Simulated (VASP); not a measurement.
# H17ClO8 in VASP: further runs

The runs below take H17ClO8 through single point, with PBE+D3(BJ).

Everything below comes from runs of VASP 6.6.1. Logs are shortened: lines on timing, memory, paths and dates and some standing lists are left out, and cuts for length are marked.

### 1 The cell of the first run

The cell holds a disordered packing, 26 atoms: a = 5.055 Å, b = 5.055 Å, c = 5.055 Å, α = 90.00°, β = 90.00°, γ = 90.00°.

### 2 Single point, PBE+D3(BJ)

INCAR reads:

```
SYSTEM = H17ClO8
  ALGO = Normal
  EDIFF = 1E-6
  ENCUT = 520
  GGA = PE
  ISIF = 2
  ISMEAR = -1
  IVDW = 12
  LASPH = .TRUE.
  LCHARG = .FALSE.
  LREAL = Auto
  LWAVE = .FALSE.
  NBANDS = 55
  NELM = 80
  PREC = Accurate
  SIGMA = 0.02
```

KPOINTS reads:

```
k-points
0
G
  1 1 1
  0 0 0
```

POSCAR reads:

```
H17ClO8
1.0
    5.0554440000      0.0000000000      0.0000000000
    0.0000000000      5.0554440000      0.0000000000
    0.0000000000      0.0000000000      5.0554440000
O H Cl
8 17 1
Direct
    0.0855711190     -0.0041737185      0.8667290153
    0.8570958357      0.9686785177      0.2795402343
    0.4743005758      0.1731994262      0.1947207802
    0.8234291587      0.5294688261      0.1494032967
    0.0627442417      0.4750720214      0.7619508791
    0.6682103491      0.8571947390      0.7850546856
    0.1417877441      0.2804699251      0.4292798021
    0.3715994085      0.5564298606      0.0468405940
    0.0989824039     -0.0798742900      0.6672806582
    0.1778874417      0.1614299357      0.8240621397
    0.6533748569      1.0696785485      0.2562584018
    0.9460098856      0.9964703397      0.1030967804
    0.4121299732      0.0491351501      0.0651772624
    0.3308908179      0.2059759736      0.3487725312
    0.9261105454      0.4267478781      0.2759797161
    0.8346645715      0.7468977997      0.2379810755
   -0.0513703643      0.5362338105      0.9121454021
    0.2025341394      0.5977714321      0.6502495132
    0.7879624421      1.0160334087      0.8171784714
    0.6839557515      0.8823359531      0.5916592094
   -0.0453372641      0.4373305292      0.6265522870
    0.0219960898      0.1280995299      0.3828348212
    0.6217060262      0.5045056379      0.1651289184
    0.2898657368      0.7279677116      0.0151322020
    0.2556056402      0.4664080939      0.1607573934
    0.2649816712      0.8160707546      0.4589507865
```

Potentials or basis: VASP PAW PBE potentials, release 64 (O, H, Cl).

The run is started by

```
$ cat potpaw_PBE.64/O/POTCAR potpaw_PBE.64/H/POTCAR potpaw_PBE.64/Cl/POTCAR > POTCAR
$ mpirun -np 1 vasp_gam > vasp.out
```

OUTCAR:

```text
SYSTEM = H17ClO8
   EDIFF = 1E-6
   ENCUT = 520
   GGA = PE
   ISIF = 2
   ISMEAR = -1
   IVDW = 12
   LASPH = .TRUE.
   LREAL = Auto
   NELM = 80
   PREC = Accurate
 IVDW          = 12

 ion  position               nearest neighbor table
   1  0.086  0.996  0.867-  10 0.98   9 1.08  12 1.39
   2  0.857  0.969  0.280-  12 1.01  16 1.15  11 1.16  22 1.27
   3  0.474  0.173  0.195-  13 0.96  14 1.08  11 1.09
   4  0.823  0.529  0.149-  15 0.97  23 1.03  16 1.19  17 1.36
   5  0.063  0.475  0.762-  21 0.90  17 1.00  18 1.10
   6  0.668  0.857  0.785-  20 0.99  19 1.02
   7  0.142  0.280  0.429-  22 1.01  14 1.11
   8  0.372  0.556  0.047-  25 0.94  24 0.97  23 1.42
   9  0.099  0.920  0.667-   1 1.08  26 1.45
  10  0.178  0.161  0.824-   1 0.98
  11  0.653  0.070  0.256-   3 1.09   2 1.16
  12  0.946  0.996  0.103-   2 1.01   1 1.39
  13  0.412  0.049  0.065-   3 0.96
  14  0.331  0.206  0.349-   3 1.08   7 1.11
  15  0.926  0.427  0.276-   4 0.97
  16  0.835  0.747  0.238-   2 1.15   4 1.19
  17  0.949  0.536  0.912-   5 1.00   4 1.36
  18  0.203  0.598  0.650-   5 1.10  26 1.50
  19  0.788  0.016  0.817-   6 1.02
  20  0.684  0.882  0.592-   6 0.99
  21  0.955  0.437  0.627-   5 0.90
  22  0.022  0.128  0.383-   7 1.01   2 1.27
  23  0.622  0.505  0.165-   4 1.03   8 1.42
  24  0.290  0.728  0.015-   8 0.97
  25  0.256  0.466  0.161-   8 0.94
  26  0.265  0.816  0.459-   9 1.45  18 1.50

  LATTYP: Found a simple cubic cell.
 ALAT       =     5.0554440000

  Lattice vectors:

 A1 = (   5.0554440000,   0.0000000000,   0.0000000000)
 A2 = (   0.0000000000,   5.0554440000,   0.0000000000)
 A3 = (   0.0000000000,   0.0000000000,   5.0554440000)

Analysis of symmetry for initial positions (statically):
=====================================================================
 Subroutine PRICEL returns:
 Original cell was already a primitive cell.

 Routine SETGRP: Setting up the symmetry group for a
 simple cubic supercell.

 Subroutine GETGRP returns: Found  1 space group operations
 (whereof  1 operations were pure point group operations)
 out of a pool of 48 trial point group operations.

The static configuration has the point symmetry C_1 .

Analysis of symmetry for dynamics (positions and initial velocities):
=====================================================================
 Subroutine PRICEL returns:
 Original cell was already a primitive cell.

 Routine SETGRP: Setting up the symmetry group for a
 simple cubic supercell.

 Subroutine GETGRP returns: Found  1 space group operations
 (whereof  1 operations were pure point group operations)
 out of a pool of 48 trial point group operations.

The dynamic configuration has the point symmetry C_1 .

 Subroutine INISYM returns: Found  1 space group operations
 (whereof  1 operations are pure point group operations),
 and found     1 'primitive' translations

----------------------------------------------------------------------------------------

                                     Primitive cell

  volume of cell :     129.2046

  direct lattice vectors                    reciprocal lattice vectors
     5.055444000  0.000000000  0.000000000     0.197806563  0.000000000  0.000000000
     0.000000000  5.055444000  0.000000000     0.000000000  0.197806563  0.000000000
     0.000000000  0.000000000  5.055444000     0.000000000  0.000000000  0.197806563

  length of vectors
     5.055444000  5.055444000  5.055444000     0.197806563  0.197806563  0.197806563

  position of ions in fractional coordinates (direct lattice)
     0.085571119  0.995826282  0.866729015
     0.857095836  0.968678518  0.279540234
     0.474300576  0.173199426  0.194720780
     0.823429159  0.529468826  0.149403297
     0.062744242  0.475072021  0.761950879
     0.668210349  0.857194739  0.785054686
[... 18 lines left out ...]
     0.255605640  0.466408094  0.160757393
     0.264981671  0.816070755  0.458950786

  ion indices of the primitive-cell ions
   primitive index   ion index
                 1           1
                 2           2
                 3           3
                 4           4
                 5           5
                 6           6
[... 18 lines left out ...]
                25          25
                26          26

----------------------------------------------------------------------------------------

 KPOINTS: k-points

Automatic generation of k-mesh.
 Grid dimensions read from file:
 generate k-points for:    1    1    1

 Generating k-lattice:

  Cartesian coordinates                     Fractional coordinates (reciprocal lattice)
     0.197806563  0.000000000  0.000000000     1.000000000  0.000000000  0.000000000
     0.000000000  0.197806563  0.000000000     0.000000000  1.000000000  0.000000000
     0.000000000  0.000000000  0.197806563     0.000000000  0.000000000  1.000000000

  Length of vectors
     0.197806563  0.197806563  0.197806563

  Shift w.r.t. Gamma in fractional coordinates (k-lattice)
     0.000000000  0.000000000  0.000000000

 Subroutine IBZKPT returns following result:
 ===========================================

 Found      1 irreducible k-points:

 Following reciprocal coordinates:
            Coordinates               Weight
  0.000000  0.000000  0.000000      1.000000
   k-points           NKPTS =      1   k-points in BZ     NKDIM =      1   number of bands    NBANDS=     55
   number of dos      NEDOS =    301   number of ions     NIONS =     26
   total plane-waves  NPLWV =  64000
   dimension x,y,z NGX =    40 NGY =   40 NGZ =   40
   dimension x,y,z NGXF=    80 NGYF=   80 NGZF=   80
   ions per type =               8  17   1
   NGX,Y,Z   is equivalent  to a cutoff of  13.15, 13.15, 13.15 a.u.
   NGXF,Y,Z  is equivalent  to a cutoff of  26.31, 26.31, 26.31 a.u.
 SYSTEM =  H17ClO8
   PREC   = accura    normal or accurate (medium, high low for compatibility)
   ISTART =      0    job   : 0-new  1-cont  2-samecut
   ICHARG =      2    charge: 1-file 2-atom 10-const
   ISPIN  =      1    spin polarized calculation?
   LNONCOLLINEAR =      F non collinear calculations
   LSORBIT =      F    spin-orbit coupling
   LASPH  =      T    aspherical Exc in radial PAW
   ENCUT  =  520.0 eV  38.22 Ry    6.18 a.u.   9.40  9.40  9.40*2*pi/ulx,y,z
   NELM   =     80;   NELMIN=  2; NELMDL= -5     # of ELM steps
   EDIFF  = 0.1E-05   stopping-criterion for ELM
   LREAL  =      T    real-space projection
   EDIFFG = 0.1E-04   stopping-criterion for IOM
   NSW    =      0    number of steps for IOM
   IBRION =     -1    ionic relax: 0-MD 1-quasi-New 2-CG
   NFREE  =      0    steps in history (QN), initial steepest desc. (CG)
   ISIF   =      2    stress and relaxation
   ISYM   =      2    0-nonsym 1-usesym 2-fastsym
   POTIM  = 0.5000    time-step for ionic-motion
   TEBEG  =    0.0;   TEEND  =   0.0 temperature during run
   PSTRESS=    0.0 pullay stress
   NELECT =      72.0000    total number of electrons
   NUPDOWN=      -1.0000    fix difference up-down
   EMIN   =  10.00;   EMAX   =-10.00  energy-range for DOS
   EFERMI =   0.00;   METHOD = LEGACY
   ISMEAR =    -1;   SIGMA  =   0.02  broadening in eV -4-tet -1-fermi 0-gaus
   EFERMI_NEDOS =   21; number of points for ismear=-14 and -15
   IALGO  =     38    algorithm
   IMIX   =      4    mixing-type and parameters
     AMIX     =   0.40;   BMIX     =  1.00
     AMIX_MAG =   1.60;   BMIX_MAG =  1.00
  volume/ion in A,a.u.               =       4.97        33.54
  Fermi-wavevector in a.u.,A,eV,Ry     =   1.347182  2.545805 24.693215  1.814900
  Thomas-Fermi vector in A             =   2.474954
   LORBIT       =      0    0 simple, 1 ext, 2 COOP (PROOUT), +10 PAW based schemes
   GGA     = PE    functional components
   LHFCALC =     F    Hartree Fock is set to
   AEXX    =    0.0000 exact exchange contribution
   IVDW    =    12    specifies the selected vdW correction
   LEPSILON=     F    determine dielectric tensor
   LRPA    =     F    only Hartree local field effects (RPA)
 non-spin polarized calculation
  energy-cutoff  :      520.00
  volume of cell :      129.20
 maximum number of plane-waves:      1716
 NGX is ok and might be reduce to    40
   NGX = 19   NGY = 19   NGZ = 19

 number of electron      72.0000002 magnetization

 Free energy of the ion-electron system (eV)
  ---------------------------------------------------
  ext. energy  EPLUGINS =         0.00000000
  ---------------------------------------------------
  free energy    TOTEN  =      -108.25269164 eV

  energy without entropy =     -108.25269164  energy(sigma->0) =     -108.25269164

 E-fermi :   3.1847     XC(G=0): -10.3127

 val. band max:        2.6317575618   @ k =   0.0000   0.0000   0.0000
 cond. band min:       7.2545965500   @ k =   0.0000   0.0000   0.0000
 fundamental gap:      4.6228389882
 Fermi energy:         3.1847037765

 k-point     1 :       0.0000    0.0000    0.0000
  band No.  band energies     occupation
      1     -20.7470      2.00000
      2     -19.3800      2.00000
      3     -18.7257      2.00000
      4     -18.1962      2.00000
      5     -17.8078      2.00000
      6     -16.9996      2.00000
[... 40 lines left out ...]
     47      13.5044      0.00000
     48      14.1587      0.00000
 [bands above 48 left out]

------------------------ aborting loop because EDIFF is reached ----------------------------------------

 Edisp (eV)   -2.19702

 E8    (eV) :    -0.4889

  FORCE on cell =-STRESS in cart. coord.  units (eV):
  Direction    XX          YY          ZZ          XY          YZ          ZX
  --------------------------------------------------------------------------------------
  -------------------------------------------------------------------------------------
  Total      47.18325    46.25553    44.52206    -2.25611     5.47624     0.22610
  in kB     585.08709   573.58307   552.08746   -27.97653    67.90706     2.80366
  external pressure =      570.25 kB  Pullay stress =        0.00 kB

 VOLUME and BASIS-vectors are now :
 -----------------------------------------------------------------------------
  energy-cutoff  :      520.00
  volume of cell :      129.20
      direct lattice vectors                 reciprocal lattice vectors
     5.055444000  0.000000000  0.000000000     0.197806563  0.000000000  0.000000000
     0.000000000  5.055444000  0.000000000     0.000000000  0.197806563  0.000000000
     0.000000000  0.000000000  5.055444000     0.000000000  0.000000000  0.197806563

 POSITION                                       TOTAL-FORCE (eV/Angst)
 -----------------------------------------------------------------------------------
      0.43260      5.03434      4.38170         1.717314      2.333923      2.132622
      4.33300      4.89710      1.41320        -1.622337     -1.554628      0.333345
      2.39780      0.87560      0.98440         3.850348     -1.144585     -1.957383
      4.16280      2.67670      0.75530        -1.708831      0.666954      0.959822
      0.31720      2.40170      3.85200         0.290742      1.339044      4.753078
      3.37810      4.33350      3.96880        -0.011860      1.309354     -1.461370
[... 18 lines left out ...]
      1.29220      2.35790      0.81270        -1.075342     -0.891083      1.165623
      1.33960      4.12560      2.32020         3.766888     -3.306068     -0.623909
 -----------------------------------------------------------------------------------
    total drift:                                0.003208     -0.005669      0.005485

  FREE ENERGIE OF THE ION-ELECTRON SYSTEM (eV)
  ---------------------------------------------------
  free  energy   TOTEN  =      -110.4497121577 eV

  energy  without entropy=     -110.4497121577  energy(sigma->0) =     -110.44971216
```

It took 25 s on 1 thread of AMD EPYC 7R13, shared host; peak memory 0.24 GiB.

Results:

```yaml
Free_energy: -110.4497 eV
Pressure: 57.0 GPa
Largest_force: 5.051 eV/Å
Dispersion_energy_per_atom: -0.085 eV
```

Forces on the atoms (eV/Å):
```
O    1.717  2.334  2.133
O   -1.622 -1.555  0.333
O    3.850 -1.145 -1.957
O   -1.709  0.667  0.960
O    0.291  1.339  4.753
O   -0.012  1.309 -1.461
O   -2.769  0.957 -2.181
O    1.766  2.146 -2.102
H    0.032  0.004  1.065
H   -0.224  0.160  0.331
H   -0.195  0.334 -0.304
H    0.368  0.213 -0.541
H   -0.279 -0.161 -0.695
H   -0.736  0.585  0.277
H    1.437 -1.117  1.014
H    0.131  0.427  0.053
H   -0.270  0.670  0.471
H    0.030 -0.192  0.516
H   -0.924 -1.196  0.453
H   -0.915 -0.844  0.668
H   -2.930 -1.501 -3.399
H    0.256  0.607  0.460
H   -0.281  0.091 -1.126
H    0.294  0.065 -0.263
H   -1.075 -0.891  1.166
Cl   3.767 -3.306 -0.624
```

Stress tensor (GPa, compression positive):
```
58.51 -2.80  0.28
-2.80 57.36  6.79
 0.28  6.79 55.21
```

Caveat: the k points lie up to 1.24 Å⁻¹ apart, too coarse for converged energies, forces and pressures; the atoms stand as in a frame of molecular dynamics.

[end of part 1 of 2]
